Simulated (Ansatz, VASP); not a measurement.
One calculation of Mo, two programs

```
Mo
1.0
     2.56293    0.00000    0.00000
     0.00000    2.56293    0.00000
     0.00000    0.00000    2.56293
Mo
1
Direct
  0.00000 0.00000 0.00000
```

Alike in both runs: task relaxation of cell and atoms; functional PBE; k mesh 12 × 12 × 12; occupations fermi-dirac, width 0.1 eV; no spin polarisation.

|  | VASP | Ansatz |
| --- | --- | --- |
| version | VASP 6.6.1 | Ansatz 0.2.0 |
| potentials or method | VASP PAW PBE potentials, release 64 (Mo_sv), cutoff 600 eV | plane waves (420 eV) with PAW, scalar-relativistic |
| valence electrons in the cell | 14 | 14 |

Ansatz gave:

* relaxed volume (Å³/atom): 17.66
* relaxed cell length with the largest relative difference (Å): 2.604

Estimate VASP's values.

relaxed volume (Å³/atom): 17.70; relaxed cell length with the largest relative difference (Å): 2.606.
